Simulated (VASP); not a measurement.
A run of VASP 6.6.1:

Contents of INCAR:

```
PREC = Accurate
ENCUT = 520
EDIFF = 1E-6
ISMEAR = -1
SIGMA = 0.05
LREAL = False
LASPH = True
NELM = 150
ALGO = Normal
ISIF = 2
LWAVE = False
LCHARG = False
ISPIN = 2
MAGMOM = 1.2 -1.2 0 0 0 0 0 0
LORBIT = 11
LMAXMIX = 4
GGA = PS
NBANDS = 54
```

KPOINTS

```
regular mesh
0
Gamma
  6 3 6
```

POSCAR

```
NiPt3
1.0
    3.8550400000      0.0000000000      0.0000000000
    0.0000000000      7.7100700000      0.0000000000
    0.0000000000      0.0000000000      3.8550400000
Ni Pt
2 6
Direct
    0.0000000000      0.0000000000      0.0000000000
    0.0000000000      0.5000000000      0.0000000000
    0.0000000000      0.2500000000      0.5000000000
    0.5000000000      0.0000000000      0.5000000000
    0.5000000000      0.2500000000      0.0000000000
    0.0000000000      0.7500000000      0.5000000000
    0.5000000000      0.5000000000      0.5000000000
    0.5000000000      0.7500000000      0.0000000000
```

Potentials or basis: VASP PAW PBE potentials, release 64 (Ni, Pt).

Run with:

```console
$ cat potpaw_PBE.64/Ni/POTCAR potpaw_PBE.64/Pt/POTCAR > POTCAR
$ mpirun -np 1 vasp_std > vasp.out
```

Hardware: 1 thread of Intel(R) Xeon(R) Platinum 8259CL CPU @ 2.50GHz (Skylake/Cascade Lake), with other jobs on the host.

Problem. Estimate the wall time of this run.

Solution. Run time: 6.5 min on 1 thread of Intel(R) Xeon(R) Platinum 8259CL CPU @ 2.50GHz (Skylake/Cascade Lake), with other jobs on the host, peak memory 0.37 GiB. Counts: scf iterations 21, k points 20.
